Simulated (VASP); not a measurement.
Input of a VASP 6.6.1 run:

The input POSCAR:

```
HfN
1.0
    0.0000000000      2.2477050000      2.2590000000
    2.2477050000      0.0000000000      2.2590000000
    2.2477050000      2.2477050000      0.0000000000
Hf N
1 1
Direct
    0.0000000000      0.0000000000      0.0000000000
    0.5000000000      0.5000000000      0.5000000000
```

File INCAR.step1:

```
SYSTEM = HfN
PREC     = Accurate       ! precision mode
ENCUT    = 520            ! plane-wave cutoff, eV
ISMEAR   = 0              ! smearing method
SIGMA    = 0.15           ! smearing width, eV
LREAL    = .FALSE.        ! projectors in reciprocal space
LASPH    = .TRUE.         ! aspherical terms in the spheres
NELM     = 60             ! most SCF steps
NBANDS   = 14             ! bands
GGA      = PE             ! functional
ALGO     = Normal         ! electronic algorithm
EDIFF    = 1E-4           ! SCF threshold, eV
LWAVE    = .TRUE.         ! write WAVECAR
LCHARG   = .FALSE.        ! write CHGCAR
```

The input INCAR.step2:

```
SYSTEM = HfN
PREC     = Accurate       ! precision mode
ENCUT    = 520            ! plane-wave cutoff, eV
EDIFF    = 1E-7           ! SCF threshold, eV
ISMEAR   = 0              ! smearing method
SIGMA    = 0.15           ! smearing width, eV
LREAL    = .FALSE.        ! projectors in reciprocal space
LASPH    = .TRUE.         ! aspherical terms in the spheres
NELM     = 60             ! most SCF steps
ALGO     = Normal         ! electronic algorithm
ISIF     = 2              ! what is computed and relaxed
LWAVE    = .FALSE.        ! write WAVECAR
LCHARG   = .FALSE.        ! write CHGCAR
METAGGA  = R2SCAN         ! meta-GGA
LMIXTAU  = .TRUE.       
NBANDS   = 14             ! bands
ISTART   = 1
```

Contents of KPOINTS:

```
regular mesh
0
G
  18 18 18
  0 0 0
```

Potentials or basis: VASP PAW PBE potentials, release 64 (Hf_pv, N).

Run with:

```console
$ cat potpaw_PBE.64/Hf_pv/POTCAR potpaw_PBE.64/N/POTCAR > POTCAR
$ cp INCAR.step1 INCAR
$ mpirun -np 1 vasp_std > vasp.out
$ cp INCAR.step2 INCAR
$ mpirun -np 1 vasp_std > vasp.out
```

Predict the band gap on the k mesh.

zero (an odd number of electrons rules out a gap without spin polarisation).

Estimate the pressure.

1.7 GPa.

Stress tensor (GPa, compression positive):
```
2.51 0.00 0.00
0.00 2.51 0.00
0.00 0.00 0.01
```

Caveat: the cell differs from its parent crystal (strain -0.0050 x Voigt [1, 1, 0, 0, 0, 0]); the PAW data sets were made with another functional, which shifts forces and pressure a little; spin-orbit coupling is left out, which moves the levels of the heavy elements; an odd number of electrons without spin polarisation forces a metal; a magnetic or distorted state may lie lower.
